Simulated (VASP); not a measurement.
# Ti (I4/mmm) in VASP: a series of runs, part 2 of 2

VASP 6.6.1.

## 4. Single point, PBEsol (volume 18.300 Å^3 an atom, c/a of the conventional cell 1.4530)

INCAR reads:

```
PREC = Accurate
ENCUT = 520
EDIFF = 1E-7
ISMEAR = 0
SIGMA = 0.15
LREAL = False
LASPH = True
NELM = 60
ALGO = Fast
ISIF = 2
LWAVE = False
LCHARG = False
GGA = PS
NBANDS = 12
```

KPOINTS reads:

```
Automatic mesh
0
Gamma
  22 22 22
```

POSCAR reads:

```
Ti
1.0
   -1.4656889985      1.4656889985      2.1296461148
    1.4656889985     -1.4656889985      2.1296461148
    1.4656889985      1.4656889985     -2.1296461148
Ti
1
Direct
    0.0000000000      0.0000000000      0.0000000000
```

Potentials or basis: VASP PAW PBE potentials, release 64 (Ti_sv).

Run with:

```sh
$ cat potpaw_PBE.64/Ti_sv/POTCAR > POTCAR
$ mpirun -np 1 vasp_std > vasp.out
```

OUTCAR:

```text
PREC = Accurate
   ENCUT = 520
   EDIFF = 1E-7
   ISMEAR = 0
   LREAL = False
   LASPH = True
   NELM = 60
   ISIF = 2
   GGA = PS

 ion  position               nearest neighbor table
   1  0.000  0.000  0.000-

  LATTYP: Found a body centered tetragonal cell.
 ALAT       =     2.9313779970
 C/A-ratio  =     1.4530000000

  Lattice vectors:

 A1 = (  -1.4656889985,   1.4656889985,   2.1296461148)
 A2 = (   1.4656889985,  -1.4656889985,   2.1296461148)
 A3 = (   1.4656889985,   1.4656889985,  -2.1296461148)

Analysis of symmetry for initial positions (statically):
=====================================================================
 Subroutine PRICEL returns:
 Original cell was already a primitive cell.

 Routine SETGRP: Setting up the symmetry group for a
 body centered tetragonal supercell.

 Subroutine GETGRP returns: Found 16 space group operations
 (whereof 16 operations were pure point group operations)
 out of a pool of 16 trial point group operations.

The static configuration has the point symmetry D_4h.

Analysis of symmetry for dynamics (positions and initial velocities):
=====================================================================
 Subroutine PRICEL returns:
 Original cell was already a primitive cell.

 Routine SETGRP: Setting up the symmetry group for a
 body centered tetragonal supercell.

 Subroutine GETGRP returns: Found 16 space group operations
 (whereof 16 operations were pure point group operations)
 out of a pool of 16 trial point group operations.

The dynamic configuration has the point symmetry D_4h.

 Subroutine INISYM returns: Found 16 space group operations
 (whereof 16 operations are pure point group operations),
 and found     1 'primitive' translations

----------------------------------------------------------------------------------------

                                     Primitive cell

  volume of cell :      18.3000

  direct lattice vectors                    reciprocal lattice vectors
    -1.465688998  1.465688998  2.129646115     0.000000000  0.341136490  0.234780791
     1.465688998 -1.465688998  2.129646115     0.341136490  0.000000000  0.234780791
     1.465688998  1.465688998 -2.129646115     0.341136490  0.341136490  0.000000000

  length of vectors
     2.971848087  2.971848087  2.971848087     0.414120906  0.414120906  0.482439850

  position of ions in fractional coordinates (direct lattice)
     0.000000000  0.000000000  0.000000000

  ion indices of the primitive-cell ions
   primitive index   ion index
                 1           1

----------------------------------------------------------------------------------------

 KPOINTS: Automatic mesh

Automatic generation of k-mesh.
 Grid dimensions read from file:
 generate k-points for:   22   22   22

 Generating k-lattice:

  Cartesian coordinates                     Fractional coordinates (reciprocal lattice)
     0.000000000  0.015506204  0.010671854     0.045454545 -0.000000000  0.000000000
     0.015506204  0.000000000  0.010671854    -0.000000000  0.045454545  0.000000000
     0.015506204  0.015506204  0.000000000     0.000000000  0.000000000  0.045454545

  Length of vectors
     0.018823678  0.018823678  0.021929084

  Shift w.r.t. Gamma in fractional coordinates (k-lattice)
     0.000000000  0.000000000  0.000000000

 Subroutine IBZKPT returns following result:
 ===========================================

 Found    834 irreducible k-points:

 Following reciprocal coordinates:
            Coordinates               Weight
  0.000000  0.000000  0.000000      1.000000
  0.045455  0.000000  0.000000      8.000000
  0.090909  0.000000  0.000000      8.000000
  0.136364  0.000000  0.000000      8.000000
  0.181818 -0.000000  0.000000      8.000000
  0.227273  0.000000  0.000000      8.000000
[... 16 lines left out ...]
  0.500000  0.045455  0.000000     16.000000
 -0.454545  0.045455  0.000000     16.000000
 [... further k-points ...]
   k-points           NKPTS =    834   k-points in BZ     NKDIM =    834   number of bands    NBANDS=     12
   number of dos      NEDOS =    301   number of ions     NIONS =      1
   total plane-waves  NPLWV =  13824
   dimension x,y,z NGX =    24 NGY =   24 NGZ =   24
   dimension x,y,z NGXF=    48 NGYF=   48 NGZF=   48
   ions per type =               1
   NGX,Y,Z   is equivalent  to a cutoff of  13.43, 13.43, 13.43 a.u.
   NGXF,Y,Z  is equivalent  to a cutoff of  26.85, 26.85, 26.85 a.u.
 SYSTEM =  unknown system
   PREC   = accura    normal or accurate (medium, high low for compatibility)
   ISTART =      0    job   : 0-new  1-cont  2-samecut
   ICHARG =      2    charge: 1-file 2-atom 10-const
   ISPIN  =      1    spin polarized calculation?
   LNONCOLLINEAR =      F non collinear calculations
   LSORBIT =      F    spin-orbit coupling
   LASPH  =      T    aspherical Exc in radial PAW
   ENCUT  =  520.0 eV  38.22 Ry    6.18 a.u.   5.53  5.53  5.53*2*pi/ulx,y,z
   NELM   =     60;   NELMIN=  2; NELMDL= -5     # of ELM steps
   EDIFF  = 0.1E-06   stopping-criterion for ELM
   LREAL  =      F    real-space projection
   EDIFFG = 0.1E-05   stopping-criterion for IOM
   NSW    =      0    number of steps for IOM
   IBRION =     -1    ionic relax: 0-MD 1-quasi-New 2-CG
   NFREE  =      0    steps in history (QN), initial steepest desc. (CG)
   ISIF   =      2    stress and relaxation
   ISYM   =      2    0-nonsym 1-usesym 2-fastsym
   POTIM  = 0.5000    time-step for ionic-motion
   TEBEG  =    0.0;   TEEND  =   0.0 temperature during run
   PSTRESS=    0.0 pullay stress
   NELECT =      12.0000    total number of electrons
   NUPDOWN=      -1.0000    fix difference up-down
   EMIN   =  10.00;   EMAX   =-10.00  energy-range for DOS
   EFERMI =   0.00;   METHOD = LEGACY
   ISMEAR =     0;   SIGMA  =   0.15  broadening in eV -4-tet -1-fermi 0-gaus
   EFERMI_NEDOS =   21; number of points for ismear=-14 and -15
   IALGO  =     68    algorithm
   IMIX   =      4    mixing-type and parameters
     AMIX     =   0.40;   BMIX     =  1.00
     AMIX_MAG =   1.60;   BMIX_MAG =  1.00
  volume/ion in A,a.u.               =      18.30       123.49
  Fermi-wavevector in a.u.,A,eV,Ry     =   1.422279  2.687718 27.522931  2.022878
  Thomas-Fermi vector in A             =   2.543000
   LORBIT       =      0    0 simple, 1 ext, 2 COOP (PROOUT), +10 PAW based schemes
   GGA     = PS    functional components
   LHFCALC =     F    Hartree Fock is set to
   AEXX    =    0.0000 exact exchange contribution
   IVDW    =     0    specifies the selected vdW correction
   LEPSILON=     F    determine dielectric tensor
   LRPA    =     F    only Hartree local field effects (RPA)
 non-spin polarized calculation
 RMM-DIIS sequential band-by-band and
 Gauss-broadening in eV      SIGMA  =   0.15
  energy-cutoff  :      520.00
  volume of cell :       18.30
 maximum number of plane-waves:       532
 NGX is ok and might be reduce to    24
   NGX = 11   NGY = 11   NGZ = 11

 number of electron      11.9999997 magnetization

 Free energy of the ion-electron system (eV)
  ---------------------------------------------------
  ext. energy  EPLUGINS =         0.00000000
  ---------------------------------------------------
  free energy    TOTEN  =        -8.24190282 eV

  energy without entropy =       -8.22079748  energy(sigma->0) =       -8.23135015

 E-fermi :   7.5509     XC(G=0): -11.3890

 val. band max:        7.5504694673   @ k =  -0.2727  -0.4091   0.1364
 cond. band min:       7.5519231212   @ k =  -0.3636  -0.4545   0.2273
 fundamental gap:      0.0014536539
 Fermi energy:         7.5508686378

 k-point     1 :       0.0000    0.0000    0.0000
  band No.  band energies     occupation
      1     -49.0202      2.00000
      2     -25.0324      2.00000
      3     -25.0273      2.00000
      4     -25.0273      2.00000
      5       1.5853      2.00000
      6       8.2602      0.00000
      7       8.4654      0.00000
      8       8.4654      0.00000
      9       9.7808      0.00000
     10      10.0160      0.00000
     11      22.5455      0.00000
     12      26.3357      0.00000
[... 331 lines left out ...]
 k-point    24 :      -0.4545    0.0455    0.0000
  band No.  band energies     occupation
      1     -48.9223      2.00000
      2     -25.5768      2.00000
      3     -25.1167      2.00000
      4     -25.0943      2.00000
      5       5.0346      2.00000
      6       7.8278      0.00902
      7       8.2309      0.00000
      8       8.4251      0.00000
      9      10.8331      0.00000
     10      10.9174      0.00000
     11      15.5954      0.00000
     12      21.9065      0.00000

 [... further k-points ...]
[... 5 lines left out ...]
  --------------------------------------------------------------------------------------
  -------------------------------------------------------------------------------------
  Total       -1.0096709     -1.0096709     -1.1131726      0.0000000     -0.0000000      0.0000000
  in kB      -88.3973676    -88.3973676    -97.4590073      0.0000000     -0.0000000      0.0000000
  external PRESSURE =     -91.4179141 kB  Pullay stress =       0.0000000 kB

 VOLUME and BASIS-vectors are now :
 -----------------------------------------------------------------------------
  energy-cutoff  :      520.00
  volume of cell :       18.30
      direct lattice vectors                 reciprocal lattice vectors
    -1.465688998  1.465688998  2.129646115     0.000000000  0.341136490  0.234780791
     1.465688998 -1.465688998  2.129646115     0.341136490  0.000000000  0.234780791
     1.465688998  1.465688998 -2.129646115     0.341136490  0.341136490  0.000000000

 POSITION                                       TOTAL-FORCE (eV/Angst)
 -----------------------------------------------------------------------------------
      0.00000      0.00000      0.00000         0.000000     -0.000000      0.000000
 -----------------------------------------------------------------------------------
    total drift:                                0.000000      0.000000      0.000000

  FREE ENERGIE OF THE ION-ELECTRON SYSTEM (eV)
  ---------------------------------------------------
  free  energy   TOTEN  =        -8.2419028233 eV

  energy  without entropy=       -8.2207974787  energy(sigma->0) =       -8.23135015
```

OSZICAR:

```text
N       E                     dE             d eps       ncg     rms          rms(c)
DAV:   1     0.868761815742E+02    0.86876E+02   -0.65272E+03 20072   0.119E+03
DAV:   2    -0.510820447697E+01   -0.91984E+02   -0.89616E+02 20416   0.295E+02
DAV:   3    -0.938550385995E+01   -0.42773E+01   -0.42317E+01 27800   0.652E+01
[... 17 lines left out ...]
RMM:  21    -0.824190231461E+01   -0.21790E-06   -0.34535E-06 23272   0.897E-03    0.794E-04
RMM:  22    -0.824190248387E+01   -0.16927E-06   -0.17215E-06 19913   0.631E-03    0.608E-04
RMM:  23    -0.824190264837E+01   -0.16450E-06   -0.13197E-06 17291   0.440E-03    0.523E-04
RMM:  24    -0.824190275244E+01   -0.10407E-06   -0.72432E-07 18489   0.381E-03    0.211E-04
RMM:  25    -0.824190282332E+01   -0.70874E-07   -0.56745E-07 15407   0.292E-03
   1 F= -.82419028E+01 E0= -.82313502E+01  d E =-.211053E-01
```

stdout:

```text
POSCAR found type information on POSCAR Ti
 POSCAR found :  1 types and       1 ions
 scaLAPACK will be used
 -----------------------------------------------------------------------------
|                                                                             |
|                                                                             |
|     You enforced a specific xc type in the INCAR file but a different       |
[... 76 lines left out ...]
WARNING in EDDRMM: call to ZHEGV failed, returncode =   6  3      9
WARNING in EDDRMM: call to ZHEGV failed, returncode =   8  4      8
WARNING in EDDRMM: call to ZHEGV failed, returncode =   6  3      9
WARNING in EDDRMM: call to ZHEGV failed, returncode =   6  3      5
WARNING in EDDRMM: call to ZHEGV failed, returncode =   8  4      5
WARNING in EDDRMM: call to ZHEGV failed, returncode =   6  3     10
WARNING in EDDRMM: call to ZHEGV failed, returncode =   6  3      7
```

Wall time 2.7 min (1 thread of Intel Xeon 6975P-C (Granite Rapids), shared host); peak memory 0.3 GiB.

Results:

```yaml
Free_energy: -8.2419 eV
Pressure: -9.1 GPa
Band_gap_on_the_k_mesh: zero (band 6 reaches 8.33 eV, above the bottom of band 7 at 7.09 eV)
```

Levels at points of the mesh, in eV from the Fermi level:
```tsv
k point	band 2	band 3	band 4	band 5	band 6	band 7	band 8	band 9	band 10	band 11
(0.00, 0.00, 0.00)	-32.58	-32.58	-32.58	-5.97	0.71	0.91	0.91	2.23	2.47	14.99
(0.50, 0.00, 0.00)	-33.15	-32.67	-32.64	-2.48	0.53	0.62	0.84	3.32	3.40	7.65
(0.50, 0.50, 0.00)	-33.11	-32.81	-32.78	-2.40	-1.59	2.78	3.33	3.55	3.70	11.05
(0.50, 0.50, 0.50)	-33.11	-32.76	-32.76	-2.42	-1.54	2.31	3.35	3.61	3.61	9.64
```

Caveat: the PAW data sets were made with another functional, which shifts forces and pressure a little.

## 5. The runs side by side

| cell | further INCAR settings | gap on the mesh (eV) | pressure (GPa) |
| --- | --- | --- | --- |
| a = 2.873 Å, angles 120.9, 120.9, 88.4°, 1 atom | ALGO = Fast; EDIFF = 1e-06; NBANDS = 12 | none | 0.8 |
| a = 2.923 Å, angles 120.9, 120.9, 88.4°, 1 atom | ALGO = Fast; EDIFF = 1e-06; NBANDS = 12 | none | -4.8 |
| a = 2.972 Å, angles 120.9, 120.9, 88.4°, 1 atom | ALGO = Fast; EDIFF = 1e-07; NBANDS = 12 | none | -9.1 |

Alike in all rows: task single point; level PBEsol; potentials or basis VASP PAW PBE potentials, release 64 (Ti_sv); no spin polarisation; k mesh 22 × 22 × 22; cutoff (eV) 520; smearing gaussian 0.15 eV.

Caveats: the PAW data sets were made with another functional, which shifts forces and pressure a little.

Absolute energies hang on the potentials; compare differences alone.
